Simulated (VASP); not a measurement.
# GaBi2Sb3S (P3m1) in VASP: further runs

GaBi2Sb3S is run at these levels: PBE; tasks: single point.

Everything below comes from runs of VASP 6.6.1. Logs are shortened: lines on timing, memory, paths and dates and some standing lists are left out, and cuts for length are marked.

## (1) The cell of the first run

Symmetry: P3m1, No. 156, trigonal system. Conventional cell: a = 5.008 Å, b = 5.008 Å, c = 9.825 Å, α = 90.00°, β = 90.00°, γ = 120.00°. Within 4.0 Å of Ga (site symmetry 3m) lie 3 S at 3.03 Å and 3 Sb at 3.16 Å and 3 Bi at 3.40 Å. Sb (site symmetry 3m) has 3 Bi at 3.09 Å and 3 Sb at 3.59 Å within 4.1 Å. Sb (site symmetry 3m) has 4 Bi at 3.07 to 3.20 Å and 3 Sb at 3.59 Å and 1 S at 3.74 Å within 4.0 Å. Sb (site symmetry 3m) has 3 S at 2.91 Å and 1 Bi at 3.06 Å and 3 Ga at 3.16 Å within 3.8 Å. Bi (site symmetry 3m) has 4 Sb at 3.06 to 3.07 Å and 3 Ga at 3.40 Å and 3 S at 3.96 Å within 4.0 Å. Within 3.8 Å of Bi (site symmetry 3m) lie 1 S at 2.88 Å and 4 Sb at 3.09 to 3.20 Å. S (site symmetry 3m) has 1 Bi at 2.88 Å and 4 Sb at 2.91 to 3.74 Å and 3 Ga at 3.03 Å within 3.8 Å.

## (2) Single point, PBE

File INCAR:

```
ALGO     = Normal         # electronic algorithm
EDIFF    = 1E-6           # SCF threshold, eV
ENCUT    = 500            # plane-wave cutoff, eV
GGA      = PE             # functional
GGA_COMPAT= False        
ISIF     = 2              # what is computed and relaxed
ISMEAR   = 0              # smearing method
LASPH    = True           # aspherical terms in the spheres
LCHARG   = False          # write CHGCAR
LREAL    = False          # projectors in reciprocal space
LWAVE    = False          # write WAVECAR
NBANDS   = 41             # bands
NELM     = 120            # most SCF steps
PREC     = Accurate       # precision mode
SIGMA    = 0.15           # smearing width, eV
```

File KPOINTS:

```
k-points
0
Gamma
  3 3 1
```

File POSCAR:

```
GaBi2Sb3S
1.0
    5.0077717489     -0.0000000031      0.0000000000
   -2.5038858718      4.3368575525      0.0000000000
    0.0000000000      0.0000000000      9.8252956468
Ga Sb Bi S
1 3 2 1
Direct
    0.6666666667      0.3333333333      0.5330520657
    0.6666666667      0.3333333333      1.0298046552
    0.3333333333      0.6666666667      0.2455413472
    0.0000000000      0.0000000000      0.6622391411
    0.0000000000      0.0000000000      0.3512057504
    0.3333333333      0.6666666667      0.9200604985
    0.3333333333      0.6666666667      0.6266582418
```

Potentials or basis: VASP PAW PBE potentials, release 64 (Ga_d, Sb, Bi_d, S).

Launch:

```sh
cat potpaw_PBE.64/Ga_d/POTCAR potpaw_PBE.64/Sb/POTCAR potpaw_PBE.64/Bi_d/POTCAR potpaw_PBE.64/S/POTCAR > POTCAR
mpirun -np 1 vasp_std > vasp.out
```

OUTCAR:

```text
EDIFF = 1E-6
   ENCUT = 500
   GGA = PE
   ISIF = 2
   ISMEAR = 0
   LASPH = True
   LREAL = False
   NELM = 120
   PREC = Accurate

 ion  position               nearest neighbor table
   1  0.667  0.333  0.533-   4 3.16   4 3.16   4 3.16   5 3.40   5 3.40   5 3.40
   2  0.667  0.333  0.030-   6 3.09   6 3.09   6 3.09   3 3.59   3 3.59   3 3.59
   3  0.333  0.667  0.246-   5 3.07   5 3.07   5 3.07   6 3.20   2 3.59   2 3.59   2 3.59
   4  0.000  0.000  0.662-   7 2.91   7 2.91   7 2.91   5 3.06   1 3.16   1 3.16   1 3.16   6 3.84
                             6 3.84   6 3.84
   5  0.000  0.000  0.351-   4 3.06   3 3.07   3 3.07   3 3.07   1 3.40   1 3.40   1 3.40
   6  0.333  0.667  0.920-   7 2.88   2 3.09   2 3.09   2 3.09   3 3.20   4 3.84   4 3.84   4 3.84

   7  0.333  0.667  0.627-   6 2.88   4 2.91   4 2.91   4 2.91

  LATTYP: Found a hexagonal cell.
 ALAT       =     5.0077717489
 C/A-ratio  =     1.9620094804

  Lattice vectors:

 A1 = (   5.0077717489,  -0.0000000031,   0.0000000000)
 A2 = (  -2.5038858718,   4.3368575525,   0.0000000000)
 A3 = (   0.0000000000,   0.0000000000,   9.8252956468)

Analysis of symmetry for initial positions (statically):
=====================================================================
 Subroutine PRICEL returns:
 Original cell was already a primitive cell.

 Routine SETGRP: Setting up the symmetry group for a
 hexagonal supercell.

 Subroutine GETGRP returns: Found  6 space group operations
 (whereof  6 operations were pure point group operations)
 out of a pool of 24 trial point group operations.

The static configuration has the point symmetry C_3v.

Analysis of symmetry for dynamics (positions and initial velocities):
=====================================================================
 Subroutine PRICEL returns:
 Original cell was already a primitive cell.

 Routine SETGRP: Setting up the symmetry group for a
 hexagonal supercell.

 Subroutine GETGRP returns: Found  6 space group operations
 (whereof  6 operations were pure point group operations)
 out of a pool of 24 trial point group operations.

The dynamic configuration has the point symmetry C_3v.

 Subroutine INISYM returns: Found  6 space group operations
 (whereof  6 operations are pure point group operations),
 and found     1 'primitive' translations

----------------------------------------------------------------------------------------

                                     Primitive cell

  volume of cell :     213.3857

  direct lattice vectors                    reciprocal lattice vectors
     5.007771749 -0.000000003  0.000000000     0.199689613  0.115290851  0.000000000
    -2.503885872  4.336857552  0.000000000     0.000000000  0.230581703  0.000000000
     0.000000000  0.000000000  9.825295647     0.000000000  0.000000000  0.101778108

  length of vectors
     5.007771749  5.007771749  9.825295647     0.230581703  0.230581703  0.101778108

  position of ions in fractional coordinates (direct lattice)
     0.666666667  0.333333333  0.533052066
     0.666666667  0.333333333  0.029804655
     0.333333333  0.666666667  0.245541347
     0.000000000  0.000000000  0.662239141
     0.000000000  0.000000000  0.351205750
     0.333333333  0.666666667  0.920060498
     0.333333333  0.666666667  0.626658242

  ion indices of the primitive-cell ions
   primitive index   ion index
                 1           1
                 2           2
                 3           3
                 4           4
                 5           5
                 6           6
                 7           7

----------------------------------------------------------------------------------------

 KPOINTS: k-points

Automatic generation of k-mesh.
 Grid dimensions read from file:
 generate k-points for:    3    3    1

 Generating k-lattice:

  Cartesian coordinates                     Fractional coordinates (reciprocal lattice)
     0.066563204  0.038430284  0.000000000     0.333333333 -0.000000000  0.000000000
     0.000000000  0.076860568  0.000000000    -0.000000000  0.333333333  0.000000000
     0.000000000  0.000000000  0.101778108     0.000000000  0.000000000  1.000000000

  Length of vectors
     0.076860568  0.076860568  0.101778108

  Shift w.r.t. Gamma in fractional coordinates (k-lattice)
     0.000000000  0.000000000  0.000000000

 Subroutine IBZKPT returns following result:
 ===========================================

 Found      3 irreducible k-points:

 Following reciprocal coordinates:
            Coordinates               Weight
  0.000000  0.000000  0.000000      1.000000
  0.333333  0.000000  0.000000      6.000000
  0.333333  0.333333  0.000000      2.000000
   k-points           NKPTS =      3   k-points in BZ     NKDIM =      3   number of bands    NBANDS=     41
   number of dos      NEDOS =    301   number of ions     NIONS =      7
   total plane-waves  NPLWV = 115200
   dimension x,y,z NGX =    40 NGY =   40 NGZ =   72
   dimension x,y,z NGXF=    80 NGYF=   80 NGZF=  144
   ions per type =               1   3   2   1
   NGX,Y,Z   is equivalent  to a cutoff of  13.28, 13.28, 12.18 a.u.
   NGXF,Y,Z  is equivalent  to a cutoff of  26.56, 26.56, 24.37 a.u.
 SYSTEM =  unknown system
   PREC   = accura    normal or accurate (medium, high low for compatibility)
   ISTART =      0    job   : 0-new  1-cont  2-samecut
   ICHARG =      2    charge: 1-file 2-atom 10-const
   ISPIN  =      1    spin polarized calculation?
   LNONCOLLINEAR =      F non collinear calculations
   LSORBIT =      F    spin-orbit coupling
   LASPH  =      T    aspherical Exc in radial PAW
   ENCUT  =  500.0 eV  36.75 Ry    6.06 a.u.   9.13  9.13 17.91*2*pi/ulx,y,z
   NELM   =    120;   NELMIN=  2; NELMDL= -5     # of ELM steps
   EDIFF  = 0.1E-05   stopping-criterion for ELM
   LREAL  =      F    real-space projection
[... 7 lines left out ...]
   TEBEG  =    0.0;   TEEND  =   0.0 temperature during run
   PSTRESS=    0.0 pullay stress
   NELECT =      64.0000    total number of electrons
   NUPDOWN=      -1.0000    fix difference up-down
   EMIN   =  10.00;   EMAX   =-10.00  energy-range for DOS
   EFERMI =   0.00;   METHOD = LEGACY
   ISMEAR =     0;   SIGMA  =   0.15  broadening in eV -4-tet -1-fermi 0-gaus
   EFERMI_NEDOS =   21; number of points for ismear=-14 and -15
   IALGO  =     38    algorithm
   IMIX   =      4    mixing-type and parameters
     AMIX     =   0.40;   BMIX     =  1.00
     AMIX_MAG =   1.60;   BMIX_MAG =  1.00
  volume/ion in A,a.u.               =      30.48       205.71
  Fermi-wavevector in a.u.,A,eV,Ry     =   1.095838  2.070834 16.338707  1.200861
  Thomas-Fermi vector in A             =   2.232169
   LORBIT       =      0    0 simple, 1 ext, 2 COOP (PROOUT), +10 PAW based schemes
   GGA     = PE    functional components
   LHFCALC =     F    Hartree Fock is set to
   AEXX    =    0.0000 exact exchange contribution
   IVDW    =     0    specifies the selected vdW correction
   LEPSILON=     F    determine dielectric tensor
   LRPA    =     F    only Hartree local field effects (RPA)
 non-spin polarized calculation
 Gauss-broadening in eV      SIGMA  =   0.15
  energy-cutoff  :      500.00
  volume of cell :      213.39
 maximum number of plane-waves:      5439
 NGX is ok and might be reduce to    40
   NGX = 19   NGY = 19   NGZ = 35

 number of electron      64.0000004 magnetization

 Free energy of the ion-electron system (eV)
  ---------------------------------------------------
  ext. energy  EPLUGINS =         0.00000000
  ---------------------------------------------------
  free energy    TOTEN  =       -26.61868194 eV

  energy without entropy =      -26.58322512  energy(sigma->0) =      -26.60095353

 E-fermi :   5.8537     XC(G=0):  -9.3939

 val. band max:        5.7511790646   @ k =   0.3333   0.0000   0.0000
 cond. band min:       6.1758792043   @ k =   0.0000   0.0000   0.0000
 fundamental gap:      0.4247001397
 Fermi energy:         5.8537066178

 k-point     1 :       0.0000    0.0000    0.0000
  band No.  band energies     occupation
      1     -17.0703      2.00000
      2     -17.0703      2.00000
      3     -17.0650      2.00000
      4     -17.0518      2.00000
      5     -17.0518      2.00000
      6     -17.0473      2.00000
[... 33 lines left out ...]
     40       8.6357      0.00000
     41       9.1599      0.00000

 k-point     2 :       0.3333    0.0000    0.0000
  band No.  band energies     occupation
      1     -17.0723      2.00000
      2     -17.0677      2.00000
      3     -17.0632      2.00000
      4     -17.0537      2.00000
      5     -17.0520      2.00000
      6     -17.0452      2.00000
[... 33 lines left out ...]
     40       9.0264      0.00000
     41       9.5938      0.00000

 k-point     3 :       0.3333    0.3333    0.0000
  band No.  band energies     occupation
      1     -17.0719      2.00000
      2     -17.0676      2.00000
      3     -17.0621      2.00000
      4     -17.0542      2.00000
      5     -17.0526      2.00000
      6     -17.0443      2.00000
[... 33 lines left out ...]
     40       9.9856      0.00000
     41      10.0920      0.00000

------------------------ aborting loop because EDIFF is reached ----------------------------------------

  FORCE on cell =-STRESS in cart. coord.  units (eV):
  Direction    XX          YY          ZZ          XY          YZ          ZX
  --------------------------------------------------------------------------------------
  -------------------------------------------------------------------------------------
  Total       -0.0373658     -0.0373658      0.1238713      0.0000000      0.0000000     -0.0000000
  in kB       -0.2805558     -0.2805558      0.9300709      0.0000000      0.0000000     -0.0000000
  external PRESSURE =       0.1229865 kB  Pullay stress =       0.0000000 kB

 VOLUME and BASIS-vectors are now :
 -----------------------------------------------------------------------------
  energy-cutoff  :      500.00
  volume of cell :      213.39
      direct lattice vectors                 reciprocal lattice vectors
     5.007771749 -0.000000003  0.000000000     0.199689613  0.115290851  0.000000000
    -2.503885872  4.336857552  0.000000000     0.000000000  0.230581703  0.000000000
     0.000000000  0.000000000  9.825295647     0.000000000  0.000000000  0.101778108

 POSITION                                       TOTAL-FORCE (eV/Angst)
 -----------------------------------------------------------------------------------
      2.50389      1.44562      5.23739        -0.000000     -0.000000     -0.006310
      2.50389      1.44562      0.29284         0.000000     -0.000000      0.015644
      0.00000      2.89124      2.41252         0.000000     -0.000000     -0.010370
      0.00000      0.00000      6.50670         0.000000     -0.000000      0.006326
      0.00000      0.00000      3.45070         0.000000     -0.000000      0.031405
      0.00000      2.89124      9.03987         0.000000      0.000000      0.038922
      0.00000      2.89124      6.15710         0.000000     -0.000000     -0.075617
 -----------------------------------------------------------------------------------
    total drift:                                0.000003     -0.000001      0.001984

  FREE ENERGIE OF THE ION-ELECTRON SYSTEM (eV)
  ---------------------------------------------------
  free  energy   TOTEN  =       -26.6186819363 eV

  energy  without entropy=      -26.5832251246  energy(sigma->0) =      -26.60095353
```

Wall time 19 s (1 thread of AMD EPYC 9R45 (Zen 5), shared host); peak memory 0.3 GiB.

Results:

| Item | Value |
| --- | --- |
| Free energy | -26.6187 eV |
| Pressure | 0.0 GPa |
| Largest force | 0.076 eV/Å |
| Band gap on the k mesh | zero (band 32 reaches 5.75 eV, above the bottom of band 33 at 4.91 eV) |

Forces on the atoms (eV/Å):
```
Ga   0.000  0.000 -0.006
Sb   0.000  0.000  0.016
Sb   0.000  0.000 -0.010
Sb   0.000  0.000  0.006
Bi   0.000  0.000  0.031
Bi   0.000  0.000  0.039
S    0.000  0.000 -0.076
```

Caveat: the k points lie up to 0.64 Å⁻¹ apart; spin-orbit coupling is left out, which moves the levels of the heavy elements.

## (3) Single point, PBE

This run uses another cell than the first one, of 29.86 Å³/atom, 0.980 times its volume.

File INCAR:

```
SYSTEM = GaBi2Sb3S
ALGO = Normal
EDIFF = 1E-6
ENCUT = 500
GGA = PE
GGA_COMPAT = .FALSE.
ISIF = 2
ISMEAR = 0
LASPH = .TRUE.
LCHARG = .FALSE.
LREAL = .FALSE.
LWAVE = .FALSE.
NBANDS = 41
NELM = 120
PREC = Accurate
SIGMA = 0.15
```

File KPOINTS:

```
k-points
0
G
  3 3 2
  0 0 0
```

File POSCAR:

```
GaBi2Sb3S
1.0
    5.0465032589      0.0000000000      0.0000000000
   -2.5232516295      4.3704000225      0.0000000000
    0.0000000000      0.0000000000      9.4777123261
Ga Sb Bi S
1 3 2 1
Direct
    0.0000000000      0.0000000000      0.1651344067
    0.0000000000      0.0000000000      0.4637272625
    0.6666666667      0.3333333333      0.1022571450
    0.6666666667      0.3333333333      0.4161649603
    0.6666666667      0.3333333333      0.7543481707
    0.3333333333      0.6666666667     -0.1157499105
    0.3333333333      0.6666666667      0.3694726153
```

Potentials or basis: VASP PAW PBE potentials, release 64 (Ga_d, Sb, Bi_d, S).

Launch:

```sh
cat potpaw_PBE.64/Ga_d/POTCAR potpaw_PBE.64/Sb/POTCAR potpaw_PBE.64/Bi_d/POTCAR potpaw_PBE.64/S/POTCAR > POTCAR
mpirun -np 1 vasp_std > vasp.out
```

Run time: 30 s. Hardware: 1 thread of AMD EPYC 9R45 (Zen 5), shared host; peak memory 0.32 GiB.

The run converged. Its results:

```
Free energy            : -26.3854 eV
Pressure               : 0.0 GPa
Largest force          : 0.056 eV/Å
Band gap on the k mesh : zero (band 32 reaches 6.06 eV, above the bottom of band 33 at 5.00 eV)
```

Forces on the atoms (eV/Å):
```
Ga   0.000  0.000 -0.014
Sb   0.000  0.000  0.029
Sb   0.000  0.000  0.007
Sb   0.000  0.000  0.017
Bi   0.000  0.000 -0.056
Bi   0.000  0.000 -0.003
S    0.000  0.000  0.020
```

Stress tensor (GPa, compression positive):
```
-0.08  0.00  0.00
 0.00 -0.08  0.00
 0.00  0.00  0.16
```

Levels at points of the mesh, in eV from the Fermi level:
```
           k point  band 29  band 30  band 31  band 32  band 33  band 34  band 35  band 36
(0.00, 0.00, 0.00)    -1.82    -1.82    -0.83    -0.70    -0.70     0.89     1.09     1.11
(0.00, 0.00, 0.50)    -1.99    -1.00    -0.52    -0.52    -0.18     0.03     1.08     1.08
```

Caveat: the k points lie up to 0.48 Å⁻¹ apart; spin-orbit coupling is left out, which moves the levels of the heavy elements.
